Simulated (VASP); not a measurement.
# TiO2 (P4_2/mnm) in VASP: a series of runs

TiO2 is run at these levels: LDA; tasks: single point.

All numbers are computed with VASP 6.6.1; they aren't measurements. Logs are shortened: lines on timing, memory, paths and dates and some standing lists are left out, and cuts for length are marked.

### 1 The cell of the first run

It takes space group P4_2/mnm (No. 136, tetragonal). Conventional cell: a = 4.548 Å, b = 4.548 Å, c = 2.917 Å, α = 90.00°, β = 90.00°, γ = 90.00°. Ti (site symmetry mmm) has 6 O at 1.93 to 1.96 Å within 2.6 Å. Within 2.6 Å of O (site symmetry m2m) lie 3 Ti at 1.93 to 1.96 Å and 1 O at 2.52 Å.

### 2 Single point, LDA

INCAR

```
SYSTEM = TiO2
  PREC = Accurate
  ENCUT = 520
  EDIFF = 1E-6
  ISMEAR = 0
  SIGMA = 0.01
  LREAL = .False.
  LASPH = .True.
  NELM = 100
  ALGO = Normal
  ISIF = 2
  LWAVE = .False.
  LCHARG = .False.
  NBANDS = 33
```

KPOINTS

```
regular mesh
0
Gamma
  6 6 8
  0 0 0
```

POSCAR

```
TiO2
1.0
    4.5481331659      0.0000000000      0.0000000000
    0.0000000000      4.5481331659      0.0000000000
    0.0000000000      0.0000000000      2.9171681846
Ti O
2 4
Direct
    0.0000000000      0.0000000000      0.0000000000
    0.5000000000      0.5000000000      0.5000000000
    0.3039666823      0.3039666823      0.0000000000
    0.1960333177      0.8039666823      0.5000000000
    0.6960333177      0.6960333177      0.0000000000
    0.8039666823      0.1960333177      0.5000000000
```

Potentials or basis: VASP PAW LDA potentials, release 64 (Ti_sv, O).

On the command line:

```
cat potpaw_LDA.64/Ti_sv/POTCAR potpaw_LDA.64/O/POTCAR > POTCAR
mpirun -np 1 vasp_std > vasp.out
```

OUTCAR:

```text
SYSTEM = TiO2
   PREC = Accurate
   ENCUT = 520
   EDIFF = 1E-6
   ISMEAR = 0
   LREAL = .False.
   LASPH = .True.
   NELM = 100
   ISIF = 2

 ion  position               nearest neighbor table
   1  0.000  0.000  0.000-   4 1.93   6 1.93   4 1.93   6 1.93   5 1.96   3 1.96
   2  0.500  0.500  0.500-   3 1.93   5 1.93   3 1.93   5 1.93   4 1.96   6 1.96
   3  0.304  0.304  0.000-   2 1.93   2 1.93   1 1.96
   4  0.196  0.804  0.500-   1 1.93   1 1.93   2 1.96
   5  0.696  0.696  0.000-   2 1.93   2 1.93   1 1.96
   6  0.804  0.196  0.500-   1 1.93   1 1.93   2 1.96

  LATTYP: Found a simple tetragonal cell.
 ALAT       =     4.5481331659
 C/A-ratio  =     0.6413990264

  Lattice vectors:

 A1 = (   4.5481331659,   0.0000000000,   0.0000000000)
 A2 = (   0.0000000000,   4.5481331659,   0.0000000000)
 A3 = (   0.0000000000,   0.0000000000,   2.9171681846)

Analysis of symmetry for initial positions (statically):
=====================================================================
 Subroutine PRICEL returns:
 Original cell was already a primitive cell.

 Routine SETGRP: Setting up the symmetry group for a
 simple tetragonal supercell.

 Subroutine GETGRP returns: Found 16 space group operations
 (whereof  8 operations were pure point group operations)
 out of a pool of 16 trial point group operations.

The static configuration has the point symmetry D_2h.
 The point group associated with its full space group is D_4h.

Analysis of symmetry for dynamics (positions and initial velocities):
=====================================================================
 Subroutine PRICEL returns:
 Original cell was already a primitive cell.

 Routine SETGRP: Setting up the symmetry group for a
 simple tetragonal supercell.

 Subroutine GETGRP returns: Found 16 space group operations
 (whereof  8 operations were pure point group operations)
 out of a pool of 16 trial point group operations.

The dynamic configuration has the point symmetry D_2h.
 The point group associated with its full space group is D_4h.

 Subroutine INISYM returns: Found 16 space group operations
 (whereof  8 operations are pure point group operations),
 and found     1 'primitive' translations

----------------------------------------------------------------------------------------

                                     Primitive cell

  volume of cell :      60.3431

  direct lattice vectors                    reciprocal lattice vectors
     4.548133166  0.000000000  0.000000000     0.219870431  0.000000000  0.000000000
     0.000000000  4.548133166  0.000000000     0.000000000  0.219870431  0.000000000
     0.000000000  0.000000000  2.917168185     0.000000000  0.000000000  0.342798199

  length of vectors
     4.548133166  4.548133166  2.917168185     0.219870431  0.219870431  0.342798199

  position of ions in fractional coordinates (direct lattice)
     0.000000000  0.000000000  0.000000000
     0.500000000  0.500000000  0.500000000
     0.303966682  0.303966682  0.000000000
     0.196033318  0.803966682  0.500000000
     0.696033318  0.696033318  0.000000000
     0.803966682  0.196033318  0.500000000

  ion indices of the primitive-cell ions
   primitive index   ion index
                 1           1
                 2           2
                 3           3
                 4           4
                 5           5
                 6           6

----------------------------------------------------------------------------------------

 KPOINTS: regular mesh

Automatic generation of k-mesh.
 Grid dimensions read from file:
 generate k-points for:    6    6    8

 Generating k-lattice:

  Cartesian coordinates                     Fractional coordinates (reciprocal lattice)
     0.036645072  0.000000000  0.000000000     0.166666667  0.000000000  0.000000000
     0.000000000  0.036645072  0.000000000     0.000000000  0.166666667  0.000000000
     0.000000000  0.000000000  0.042849775     0.000000000  0.000000000  0.125000000

  Length of vectors
     0.036645072  0.036645072  0.042849775

  Shift w.r.t. Gamma in fractional coordinates (k-lattice)
     0.000000000  0.000000000  0.000000000

 Subroutine IBZKPT returns following result:
 ===========================================

 Found     50 irreducible k-points:

 Following reciprocal coordinates:
            Coordinates               Weight
  0.000000  0.000000  0.000000      1.000000
  0.166667  0.000000  0.000000      4.000000
  0.333333  0.000000  0.000000      4.000000
  0.500000  0.000000  0.000000      2.000000
  0.166667  0.166667  0.000000      4.000000
  0.333333  0.166667  0.000000      8.000000
[... 16 lines left out ...]
  0.333333  0.000000  0.250000      8.000000
  0.500000  0.000000  0.250000      4.000000
 [... further k-points ...]
   k-points           NKPTS =     50   k-points in BZ     NKDIM =     50   number of bands    NBANDS=     33
   number of dos      NEDOS =    301   number of ions     NIONS =      6
   total plane-waves  NPLWV =  31104
   dimension x,y,z NGX =    36 NGY =   36 NGZ =   24
   dimension x,y,z NGXF=    72 NGYF=   72 NGZF=   48
   ions per type =               2   4
   NGX,Y,Z   is equivalent  to a cutoff of  13.16, 13.16, 13.68 a.u.
   NGXF,Y,Z  is equivalent  to a cutoff of  26.32, 26.32, 27.35 a.u.
 SYSTEM =  TiO2
   PREC   = accura    normal or accurate (medium, high low for compatibility)
   ISTART =      0    job   : 0-new  1-cont  2-samecut
   ICHARG =      2    charge: 1-file 2-atom 10-const
   ISPIN  =      1    spin polarized calculation?
   LNONCOLLINEAR =      F non collinear calculations
   LSORBIT =      F    spin-orbit coupling
   LASPH  =      T    aspherical Exc in radial PAW
   ENCUT  =  520.0 eV  38.22 Ry    6.18 a.u.   8.46  8.46  5.42*2*pi/ulx,y,z
   NELM   =    100;   NELMIN=  2; NELMDL= -5     # of ELM steps
   EDIFF  = 0.1E-05   stopping-criterion for ELM
   LREAL  =      F    real-space projection
   EDIFFG = 0.1E-04   stopping-criterion for IOM
   NSW    =      0    number of steps for IOM
   IBRION =     -1    ionic relax: 0-MD 1-quasi-New 2-CG
   NFREE  =      0    steps in history (QN), initial steepest desc. (CG)
   ISIF   =      2    stress and relaxation
   ISYM   =      2    0-nonsym 1-usesym 2-fastsym
   POTIM  = 0.5000    time-step for ionic-motion
   TEBEG  =    0.0;   TEEND  =   0.0 temperature during run
   PSTRESS=    0.0 pullay stress
   NELECT =      48.0000    total number of electrons
   NUPDOWN=      -1.0000    fix difference up-down
   EMIN   =  10.00;   EMAX   =-10.00  energy-range for DOS
   EFERMI =   0.00;   METHOD = LEGACY
   ISMEAR =     0;   SIGMA  =   0.01  broadening in eV -4-tet -1-fermi 0-gaus
   EFERMI_NEDOS =   21; number of points for ismear=-14 and -15
   IALGO  =     38    algorithm
   IMIX   =      4    mixing-type and parameters
     AMIX     =   0.40;   BMIX     =  1.00
     AMIX_MAG =   1.60;   BMIX_MAG =  1.00
  volume/ion in A,a.u.               =      10.06        67.87
  Fermi-wavevector in a.u.,A,eV,Ry     =   1.516862  2.866453 31.305227  2.300869
  Thomas-Fermi vector in A             =   2.626194
   LORBIT       =      0    0 simple, 1 ext, 2 COOP (PROOUT), +10 PAW based schemes
   GGA     = CA    functional components
   LHFCALC =     F    Hartree Fock is set to
   AEXX    =    0.0000 exact exchange contribution
   IVDW    =     0    specifies the selected vdW correction
   LEPSILON=     F    determine dielectric tensor
   LRPA    =     F    only Hartree local field effects (RPA)
 non-spin polarized calculation
 Gauss-broadening in eV      SIGMA  =   0.01
  energy-cutoff  :      520.00
  volume of cell :       60.34
 maximum number of plane-waves:      1640
 NGX is ok and might be reduce to    36
   NGX = 17   NGY = 17   NGZ = 11

 number of electron      48.0000006 magnetization

 Free energy of the ion-electron system (eV)
  ---------------------------------------------------
  ext. energy  EPLUGINS =         0.00000000
  ---------------------------------------------------
  free energy    TOTEN  =       -58.77734867 eV

  energy without entropy =      -58.77734867  energy(sigma->0) =      -58.77734867

 E-fermi :   5.1144     XC(G=0): -12.1723

 val. band max:        4.9196050334   @ k =   0.0000   0.0000   0.0000
 cond. band min:       6.7489221969   @ k =   0.0000   0.0000   0.0000
 fundamental gap:      1.8293171635
 Fermi energy:         5.1144158364

 k-point     1 :       0.0000    0.0000    0.0000
  band No.  band energies     occupation
      1     -51.1580      2.00000
      2     -51.1358      2.00000
      3     -27.9045      2.00000
      4     -27.9045      2.00000
      5     -27.7083      2.00000
      6     -27.7083      2.00000
[... 25 lines left out ...]
     32      11.8196      0.00000
     33      11.8294      0.00000

 k-point     2 :       0.1667    0.0000    0.0000
  band No.  band energies     occupation
      1     -51.1565      2.00000
      2     -51.1373      2.00000
      3     -27.8937      2.00000
      4     -27.8925      2.00000
      5     -27.7218      2.00000
      6     -27.7206      2.00000
[... 25 lines left out ...]
     32      11.7168      0.00000
     33      11.7386      0.00000

 k-point     3 :       0.3333    0.0000    0.0000
  band No.  band energies     occupation
      1     -51.1525      2.00000
      2     -51.1413      2.00000
      3     -27.8642      2.00000
      4     -27.8610      2.00000
      5     -27.7562      2.00000
      6     -27.7530      2.00000
[... 25 lines left out ...]
     32      11.5107      0.00000
     33      11.5529      0.00000

 k-point     4 :       0.5000    0.0000    0.0000
  band No.  band energies     occupation
      1     -51.1469      2.00000
      2     -51.1469      2.00000
      3     -27.8356      2.00000
      4     -27.8356      2.00000
      5     -27.7831      2.00000
      6     -27.7831      2.00000
[... 673 lines left out ...]
     32      10.9371      0.00000
     33      11.2611      0.00000

 k-point    23 :       0.3333    0.0000    0.2500
  band No.  band energies     occupation
      1     -51.1250      2.00000
      2     -51.1171      2.00000
      3     -27.9440      2.00000
      4     -27.9287      2.00000
      5     -27.7962      2.00000
      6     -27.7878      2.00000
[... 25 lines left out ...]
     32      10.4903      0.00000
     33      11.4175      0.00000

 k-point    24 :       0.5000    0.0000    0.2500
  band No.  band energies     occupation
      1     -51.1211      2.00000
      2     -51.1211      2.00000
      3     -27.9404      2.00000
      4     -27.9404      2.00000
      5     -27.7695      2.00000
      6     -27.7695      2.00000
[... 25 lines left out ...]
     32      10.3345      0.00000
     33      11.8570      0.00000

 [... further k-points ...]
[... 5 lines left out ...]
  --------------------------------------------------------------------------------------
  -------------------------------------------------------------------------------------
  Total        0.4124951      0.4124951      0.5929453     -0.0000000      0.0000000      0.0000000
  in kB       10.9522057     10.9522057     15.7433598     -0.0000000      0.0000000      0.0000000
  external PRESSURE =      12.5492571 kB  Pullay stress =       0.0000000 kB

 VOLUME and BASIS-vectors are now :
 -----------------------------------------------------------------------------
  energy-cutoff  :      520.00
  volume of cell :       60.34
      direct lattice vectors                 reciprocal lattice vectors
     4.548133166  0.000000000  0.000000000     0.219870431  0.000000000  0.000000000
     0.000000000  4.548133166  0.000000000     0.000000000  0.219870431  0.000000000
     0.000000000  0.000000000  2.917168185     0.000000000  0.000000000  0.342798199

 POSITION                                       TOTAL-FORCE (eV/Angst)
 -----------------------------------------------------------------------------------
      0.00000      0.00000      0.00000         0.000000      0.000000     -0.000000
      2.27407      2.27407      1.45858         0.000000      0.000000     -0.000000
      1.38248      1.38248      0.00000        -0.026882     -0.026882     -0.000000
      0.89159      3.65655      1.45858         0.026882     -0.026882     -0.000000
      3.16565      3.16565      0.00000         0.026882      0.026882      0.000000
      3.65655      0.89159      1.45858        -0.026882      0.026882      0.000000
 -----------------------------------------------------------------------------------
    total drift:                               -0.000000      0.000000      0.000000

  FREE ENERGIE OF THE ION-ELECTRON SYSTEM (eV)
  ---------------------------------------------------
  free  energy   TOTEN  =       -58.7773486687 eV

  energy  without entropy=      -58.7773486687  energy(sigma->0) =      -58.77734867
```

Wall time 1.7 min (1 thread of Intel Xeon 8259CL, shared host); peak memory 0.2 GiB.

What came out:

| Quantity | Value |
| --- | --- |
| Free energy | -58.7773 eV |
| Pressure | 1.3 GPa |
| Largest force | 0.038 eV/Å |
| Band gap on the k mesh | 1.83 eV |

Forces in eV/Å, atoms in the order of the input:
```
Ti   0.000  0.000  0.000
Ti   0.000  0.000  0.000
O   -0.027 -0.027  0.000
O    0.027 -0.027  0.000
O    0.027  0.027  0.000
O   -0.027  0.027  0.000
```

Levels at points of the mesh, in eV from the valence-band top:
```
           k point  band 21  band 22  band 23  band 24  band 25  band 26  band 27  band 28
(0.00, 0.00, 0.00)    -0.69    -0.47    -0.47     0.00     1.83     2.11     2.42     2.53
(0.50, 0.00, 0.00)    -1.69    -1.69    -0.79    -0.79     2.55     2.55     3.11     3.11
(0.50, 0.50, 0.00)    -1.31    -1.31    -1.11    -1.11     1.87     1.87     2.56     2.56
(0.00, 0.00, 0.50)    -2.58    -2.58    -1.47    -1.47     3.05     3.05     3.29     3.29
(0.50, 0.00, 0.50)    -2.15    -2.15    -1.11    -1.11     1.87     1.87     3.31     3.31
(0.50, 0.50, 0.50)    -1.39    -1.39    -0.68    -0.68     2.62     2.62     3.25     3.25
```

### 3 Single point, LDA

INCAR

```
PREC = Accurate
ENCUT = 520
EDIFF = 1E-7
ISMEAR = -1
SIGMA = 0.05
LREAL = F
LASPH = T
NELM = 80
ALGO = Normal
ISIF = 2
LWAVE = F
LCHARG = T
GGA = CA
LELF = T
LVHAR = T
NBANDS = 33
```

KPOINTS

```
regular mesh
0
Gamma
  6 6 10
```

POSCAR

```
TiO2
1.0
    4.5481613845      0.0000000000      0.0000000000
    0.0000000000      4.5481613845      0.0000000000
    0.0000000000      0.0000000000      2.9171283805
Ti O
2 4
Direct
    0.0000000000      0.0000000000      0.0000000000
    0.5000000000      0.5000000000      0.5000000000
    0.3039661196      0.3039661196      0.0000000000
    0.1960338804      0.8039661196      0.5000000000
    0.6960338804      0.6960338804      0.0000000000
    0.8039661196      0.1960338804      0.5000000000
```

Potentials or basis: VASP PAW LDA potentials, release 64 (Ti_sv, O).

On the command line:

```
cat potpaw_LDA.64/Ti_sv/POTCAR potpaw_LDA.64/O/POTCAR > POTCAR
mpirun -np 1 vasp_std > vasp.out
```

It took 2.2 min on 1 thread of Intel Xeon 8259CL, shared host; peak memory 0.22 GiB.

The run converged. Its results:

```
Free energy            : -58.7774 eV
Pressure               : 1.3 GPa
Largest force          : 0.038 eV/Å
Band gap on the k mesh : 1.83 eV
```

Forces in eV/Å, atoms in the order of the input:
```
Ti   0.000  0.000  0.000
Ti   0.000  0.000  0.000
O   -0.027 -0.027  0.000
O    0.027 -0.027  0.000
O    0.027  0.027  0.000
O   -0.027  0.027  0.000
```

Stress tensor (GPa, compression positive):
```
1.12 0.00 0.00
0.00 1.12 0.00
0.00 0.00 1.60
```

Levels at points of the mesh, in eV from the valence-band top:
```csv
k point,band 20,band 21,band 22,band 23,band 24,band 25,band 26,band 27,band 28,band 29
"(0.00, 0.00, 0.00)",-2.01,-0.69,-0.47,-0.47,0.00,1.83,2.11,2.42,2.53,2.53
"(0.50, 0.00, 0.00)",-3.17,-1.69,-1.69,-0.79,-0.79,2.55,2.55,3.11,3.11,3.68
"(0.50, 0.50, 0.00)",-2.36,-1.31,-1.31,-1.11,-1.11,1.87,1.87,2.56,2.56,3.98
"(0.00, 0.00, 0.50)",-2.85,-2.58,-2.58,-1.47,-1.47,3.05,3.05,3.29,3.29,3.77
"(0.50, 0.00, 0.50)",-2.45,-2.15,-2.15,-1.11,-1.11,1.87,1.87,3.31,3.31,4.05
"(0.50, 0.50, 0.50)",-2.82,-1.39,-1.39,-0.68,-0.68,2.62,2.62,3.25,3.25,3.34
```

A k mesh can miss the band edges.
